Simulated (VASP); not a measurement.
# Rh (P6_3/mmc) in VASP: a series of runs

Rh is run at these levels: PBE; tasks: single point.

All numbers are computed with VASP 6.6.1; they aren't measurements. Logs are shortened: lines on timing, memory, paths and dates and some standing lists are left out, and cuts for length are marked.

## 1. The cell of the first run

It takes space group P6_3/mmc (No. 194, hexagonal). The conventional cell has a = 2.834 Å, b = 2.834 Å, c = 4.245 Å, α = 90.00°, β = 90.00°, γ = 120.00°. Within 3.5 Å of Rh (site symmetry -6m2) lie 12 Rh at 2.68 to 2.83 Å.

This isn't the form of Rh at room conditions, which is fcc.

## 2. Single point, PBE

Input file INCAR:

```
SYSTEM = Rh
PREC = Accurate ; ENCUT = 520
EDIFF = 1E-7 ; ISMEAR = 0
SIGMA = 0.15 ; LREAL = .FALSE.
LASPH = .TRUE. ; NELM = 60
ALGO = Fast ; ISIF = 2
LWAVE = .FALSE. ; LCHARG = .FALSE.
GGA = PE ; NBANDS = 22
```

Input file KPOINTS:

```
regular mesh
0
G
  18 18 10
  0 0 0
```

Input file POSCAR:

```
Rh
1.0
    2.8339000000      0.0000000000      0.0000000000
   -1.4169500000      2.4542293918      0.0000000000
    0.0000000000      0.0000000000      4.2448000000
Rh
2
Direct
    0.6666666667      0.3333333333      0.7500000000
    0.3333333333      0.6666666667      0.2500000000
```

Potentials or basis: VASP PAW PBE potentials, release 64 (Rh_pv).

Run with:

```console
cat potpaw_PBE.64/Rh_pv/POTCAR > POTCAR
mpirun -np 1 vasp_std > vasp.out
```

OUTCAR:

```text
SYSTEM = Rh
   PREC = Accurate
   ENCUT = 520
   EDIFF = 1E-7
   ISMEAR = 0
   LREAL = .FALSE.
   LASPH = .TRUE.
   NELM = 60
   ISIF = 2
   GGA = PE

 ion  position               nearest neighbor table
   1  0.667  0.333  0.750-   2 2.68   2 2.68   2 2.68   2 2.68   2 2.68   2 2.68
   2  0.333  0.667  0.250-   1 2.68   1 2.68   1 2.68   1 2.68   1 2.68   1 2.68

  LATTYP: Found a hexagonal cell.
 ALAT       =     2.8339000000
 C/A-ratio  =     1.4978651329

  Lattice vectors:

 A1 = (   2.8339000000,   0.0000000000,   0.0000000000)
 A2 = (  -1.4169500000,   2.4542293918,   0.0000000000)
 A3 = (   0.0000000000,   0.0000000000,   4.2448000000)

Analysis of symmetry for initial positions (statically):
=====================================================================
 Subroutine PRICEL returns:
 Original cell was already a primitive cell.

 Routine SETGRP: Setting up the symmetry group for a
 hexagonal supercell.

 Subroutine GETGRP returns: Found 24 space group operations
 (whereof 12 operations were pure point group operations)
 out of a pool of 24 trial point group operations.

The static configuration has the point symmetry D_3d.
 The point group associated with its full space group is D_6h.

Analysis of symmetry for dynamics (positions and initial velocities):
=====================================================================
 Subroutine PRICEL returns:
 Original cell was already a primitive cell.

 Routine SETGRP: Setting up the symmetry group for a
 hexagonal supercell.

 Subroutine GETGRP returns: Found 24 space group operations
 (whereof 12 operations were pure point group operations)
 out of a pool of 24 trial point group operations.

The dynamic configuration has the point symmetry D_3d.
 The point group associated with its full space group is D_6h.

 Subroutine INISYM returns: Found 24 space group operations
 (whereof 12 operations are pure point group operations),
 and found     1 'primitive' translations

----------------------------------------------------------------------------------------

                                     Primitive cell

  volume of cell :      29.5228

  direct lattice vectors                    reciprocal lattice vectors
     2.833900000  0.000000000  0.000000000     0.352870602  0.203729937  0.000000000
    -1.416950000  2.454229392  0.000000000     0.000000000  0.407459875  0.000000000
     0.000000000  0.000000000  4.244800000     0.000000000  0.000000000  0.235582360

  length of vectors
     2.833900000  2.833900000  4.244800000     0.407459875  0.407459875  0.235582360

  position of ions in fractional coordinates (direct lattice)
     0.666666667  0.333333333  0.750000000
     0.333333333  0.666666667  0.250000000

  ion indices of the primitive-cell ions
   primitive index   ion index
                 1           1
                 2           2

----------------------------------------------------------------------------------------

 KPOINTS: regular mesh

Automatic generation of k-mesh.
 Grid dimensions read from file:
 generate k-points for:   18   18   10

 Generating k-lattice:

  Cartesian coordinates                     Fractional coordinates (reciprocal lattice)
     0.019603922  0.011318330  0.000000000     0.055555556  0.000000000  0.000000000
     0.000000000  0.022636660  0.000000000     0.000000000  0.055555556  0.000000000
     0.000000000  0.000000000  0.023558236     0.000000000  0.000000000  0.100000000

  Length of vectors
     0.022636660  0.022636660  0.023558236

  Shift w.r.t. Gamma in fractional coordinates (k-lattice)
     0.000000000  0.000000000  0.000000000

 Subroutine IBZKPT returns following result:
 ===========================================

 Found    222 irreducible k-points:

 Following reciprocal coordinates:
            Coordinates               Weight
  0.000000  0.000000  0.000000      1.000000
  0.055556  0.000000  0.000000      6.000000
  0.111111  0.000000  0.000000      6.000000
  0.166667  0.000000  0.000000      6.000000
  0.222222  0.000000  0.000000      6.000000
  0.277778  0.000000  0.000000      6.000000
[... 16 lines left out ...]
  0.333333  0.111111  0.000000     12.000000
  0.388889  0.111111  0.000000     12.000000
 [... further k-points ...]
   k-points           NKPTS =    222   k-points in BZ     NKDIM =    222   number of bands    NBANDS=     22
   number of dos      NEDOS =    301   number of ions     NIONS =      2
   total plane-waves  NPLWV =  18432
   dimension x,y,z NGX =    24 NGY =   24 NGZ =   32
   dimension x,y,z NGXF=    48 NGYF=   48 NGZF=   64
   ions per type =               2
   NGX,Y,Z   is equivalent  to a cutoff of  14.08, 14.08, 12.53 a.u.
   NGXF,Y,Z  is equivalent  to a cutoff of  28.16, 28.16, 25.07 a.u.
 SYSTEM =  Rh
   PREC   = accura    normal or accurate (medium, high low for compatibility)
   ISTART =      0    job   : 0-new  1-cont  2-samecut
   ICHARG =      2    charge: 1-file 2-atom 10-const
   ISPIN  =      1    spin polarized calculation?
   LNONCOLLINEAR =      F non collinear calculations
   LSORBIT =      F    spin-orbit coupling
   LASPH  =      T    aspherical Exc in radial PAW
   ENCUT  =  520.0 eV  38.22 Ry    6.18 a.u.   5.27  5.27  7.89*2*pi/ulx,y,z
   NELM   =     60;   NELMIN=  2; NELMDL= -5     # of ELM steps
   EDIFF  = 0.1E-06   stopping-criterion for ELM
   LREAL  =      F    real-space projection
   EDIFFG = 0.1E-05   stopping-criterion for IOM
   NSW    =      0    number of steps for IOM
   IBRION =     -1    ionic relax: 0-MD 1-quasi-New 2-CG
   NFREE  =      0    steps in history (QN), initial steepest desc. (CG)
   ISIF   =      2    stress and relaxation
   ISYM   =      2    0-nonsym 1-usesym 2-fastsym
   POTIM  = 0.5000    time-step for ionic-motion
   TEBEG  =    0.0;   TEEND  =   0.0 temperature during run
   PSTRESS=    0.0 pullay stress
   NELECT =      30.0000    total number of electrons
   NUPDOWN=      -1.0000    fix difference up-down
   EMIN   =  10.00;   EMAX   =-10.00  energy-range for DOS
   EFERMI =   0.00;   METHOD = LEGACY
   ISMEAR =     0;   SIGMA  =   0.15  broadening in eV -4-tet -1-fermi 0-gaus
   EFERMI_NEDOS =   21; number of points for ismear=-14 and -15
   IALGO  =     68    algorithm
   IMIX   =      4    mixing-type and parameters
     AMIX     =   0.40;   BMIX     =  1.00
     AMIX_MAG =   1.60;   BMIX_MAG =  1.00
  volume/ion in A,a.u.               =      14.76        99.61
  Fermi-wavevector in a.u.,A,eV,Ry     =   1.645873  3.110249 36.856787  2.708897
  Thomas-Fermi vector in A             =   2.735596
   LORBIT       =      0    0 simple, 1 ext, 2 COOP (PROOUT), +10 PAW based schemes
   GGA     = PE    functional components
   LHFCALC =     F    Hartree Fock is set to
   AEXX    =    0.0000 exact exchange contribution
   IVDW    =     0    specifies the selected vdW correction
   LEPSILON=     F    determine dielectric tensor
   LRPA    =     F    only Hartree local field effects (RPA)
 non-spin polarized calculation
 RMM-DIIS sequential band-by-band and
 Gauss-broadening in eV      SIGMA  =   0.15
  energy-cutoff  :      520.00
  volume of cell :       29.52
 maximum number of plane-waves:       809
 NGX is ok and might be reduce to    24
   NGX = 11   NGY = 11   NGZ = 15

 number of electron      29.9999991 magnetization

 Free energy of the ion-electron system (eV)
  ---------------------------------------------------
  ext. energy  EPLUGINS =         0.00000000
  ---------------------------------------------------
  free energy    TOTEN  =       -14.35448473 eV

  energy without entropy =      -14.30839193  energy(sigma->0) =      -14.33143833

 E-fermi :  10.7529     XC(G=0): -13.5689

 val. band max:       10.7517944176   @ k =   0.3333   0.1111   0.1000
 cond. band min:      10.7570402488   @ k =   0.2222   0.2222   0.0000
 fundamental gap:      0.0052458312
 Fermi energy:        10.7528809193

 k-point     1 :       0.0000    0.0000    0.0000
  band No.  band energies     occupation
      1     -36.2955      2.00000
      2     -35.7022      2.00000
      3     -35.7022      2.00000
      4     -35.5989      2.00000
      5     -35.5743      2.00000
      6     -35.5743      2.00000
[... 14 lines left out ...]
     21      29.4110      0.00000
     22      29.8414      0.00000

 k-point     2 :       0.0556    0.0000    0.0000
  band No.  band energies     occupation
      1     -36.2896      2.00000
      2     -35.7117      2.00000
      3     -35.7060      2.00000
      4     -35.6025      2.00000
      5     -35.5847      2.00000
      6     -35.5753      2.00000
[... 14 lines left out ...]
     21      29.3421      0.00000
     22      29.9155      0.00000

 k-point     3 :       0.1111    0.0000    0.0000
  band No.  band energies     occupation
      1     -36.2723      2.00000
      2     -35.7392      2.00000
      3     -35.7167      2.00000
      4     -35.6143      2.00000
      5     -35.6132      2.00000
      6     -35.5784      2.00000
[... 14 lines left out ...]
     21      28.6849      0.00000
     22      29.5260      0.00000

 k-point     4 :       0.1667    0.0000    0.0000
  band No.  band energies     occupation
      1     -36.2446      2.00000
      2     -35.7813      2.00000
      3     -35.7327      2.00000
      4     -35.6591      2.00000
      5     -35.6307      2.00000
      6     -35.5836      2.00000
[... 14 lines left out ...]
     21      28.1263      0.00000
     22      28.3737      0.00000

 k-point     5 :       0.2222    0.0000    0.0000
  band No.  band energies     occupation
      1     -36.2081      2.00000
      2     -35.8334      2.00000
      3     -35.7518      2.00000
      4     -35.7131      2.00000
      5     -35.6548      2.00000
      6     -35.5903      2.00000
[... 417 lines left out ...]
 k-point    22 :       0.2778    0.1111    0.0000
  band No.  band energies     occupation
      1     -36.1052      2.00000
      2     -35.9357      2.00000
      3     -35.8561      2.00000
      4     -35.7743      2.00000
      5     -35.7286      2.00000
      6     -35.6280      2.00000
[... 14 lines left out ...]
     21      22.8071      0.00000
     22      26.6561      0.00000

 k-point    23 :       0.3333    0.1111    0.0000
  band No.  band energies     occupation
      1     -36.0602      2.00000
      2     -35.9774      2.00000
      3     -35.8752      2.00000
      4     -35.8049      2.00000
      5     -35.7639      2.00000
      6     -35.6363      2.00000
[... 14 lines left out ...]
     21      21.9868      0.00000
     22      25.9791      0.00000

 k-point    24 :       0.3889    0.1111    0.0000
  band No.  band energies     occupation
      1     -36.0236      2.00000
      2     -36.0047      2.00000
      3     -35.8865      2.00000
      4     -35.8257      2.00000
      5     -35.7943      2.00000
      6     -35.6417      2.00000
[... 14 lines left out ...]
     21      21.6725      0.00000
     22      25.3904      0.00000

 [... further k-points ...]

------------------------ aborting loop because EDIFF is reached ----------------------------------------

  FORCE on cell =-STRESS in cart. coord.  units (eV):
  Direction    XX          YY          ZZ          XY          YZ          ZX
  --------------------------------------------------------------------------------------
  -------------------------------------------------------------------------------------
  Total       -2.4415211     -2.4415211      0.1481602      0.0000000      0.0000000      0.0000000
  in kB     -132.4994758   -132.4994758      8.0405429      0.0000000      0.0000000      0.0000000
  external PRESSURE =     -85.6528029 kB  Pullay stress =       0.0000000 kB

 VOLUME and BASIS-vectors are now :
 -----------------------------------------------------------------------------
  energy-cutoff  :      520.00
  volume of cell :       29.52
      direct lattice vectors                 reciprocal lattice vectors
     2.833900000  0.000000000  0.000000000     0.352870602  0.203729937  0.000000000
    -1.416950000  2.454229392  0.000000000     0.000000000  0.407459875  0.000000000
     0.000000000  0.000000000  4.244800000     0.000000000  0.000000000  0.235582360

 POSITION                                       TOTAL-FORCE (eV/Angst)
 -----------------------------------------------------------------------------------
      1.41695      0.81808      3.18360        -0.000000      0.000000      0.000000
     -0.00000      1.63615      1.06120         0.000000     -0.000000      0.000000
 -----------------------------------------------------------------------------------
    total drift:                               -0.000000      0.000000     -0.000000

  FREE ENERGIE OF THE ION-ELECTRON SYSTEM (eV)
  ---------------------------------------------------
  free  energy   TOTEN  =       -14.3544847328 eV

  energy  without entropy=      -14.3083919327  energy(sigma->0) =      -14.33143833
```

It took 56 s on 1 thread of Intel Xeon 6975P-C (Granite Rapids), shared host; peak memory 0.23 GiB.

What came out:

- Free energy: -14.3545 eV
- Pressure: -8.6 GPa
- Band gap on the k mesh: zero (bands 15 and 16 overlap by 1.89 eV)

Levels at points of the mesh, in eV from the Fermi level:
```csv
k point,band 12,band 13,band 14,band 15,band 16,band 17,band 18,band 19
"(0.00, 0.00, 0.00)",-2.20,-2.20,-2.15,-2.15,0.10,0.10,1.59,9.04
"(0.50, 0.00, 0.00)",-2.13,-1.70,0.02,0.43,0.77,2.60,4.47,10.14
"(0.00, 0.00, 0.50)",-3.04,-2.62,-2.62,-0.35,-0.35,-0.35,-0.35,14.94
"(0.50, 0.00, 0.50)",-1.75,-0.32,-0.32,0.29,0.29,2.49,2.49,8.51
```

Caveat: the cell stands under tension.

(Part 1 of 2 ends here.)
